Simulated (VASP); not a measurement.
# SiO2: single point with LDA

Crystal: SiO2.

```xyz
3
Lattice="0.0000 2.2524 2.2524 2.2524 0.0000 2.2524 2.2524 2.2524 0.0000" Properties=species:S:1:pos:R:3 pbc="T T T"
Si    0.0000    0.0000    0.0000
O     1.1262    1.1262    1.1262
O     3.3786    3.3786    3.3786
```

| Quantity | Value |
| --- | --- |
| Program | VASP 6.6.1 |
| Task | single point |
| Functional | LDA |
| Potentials or basis | VASP PAW LDA potentials, release 64 (Si, O) |
| Cutoff | 600 eV |
| k mesh | 6 × 6 × 6 |
| Occupations | gaussian, width 0.05 eV |
| Spin | no spin polarisation |

The pressure is 1.3 GPa and the band gap on the k mesh is 1.83 eV, direct.

Levels at points of the mesh, in eV from the valence-band top:
```tsv
k point	band 5	band 6	band 7	band 8	band 9	band 10	band 11	band 12
(0.00, 0.00, 0.00)	-6.00	-2.33	-2.33	-2.33	2.48	5.76	5.76	5.76
(0.50, 0.00, 0.00)	-5.41	-5.19	-4.67	-4.67	6.12	9.67	10.04	10.04
(0.50, 0.50, 0.00)	-8.41	-1.03	-1.03	0.00	1.83	8.36	11.04	12.76
```

It took 4.8 s on 1 thread of Intel(R) Xeon(R) 6975P-C (Granite Rapids), on a shared host, peak memory 0.13 GiB.

A k mesh can miss the band edges. LDA gaps usually lie below the measured ones, often by a third to a half.
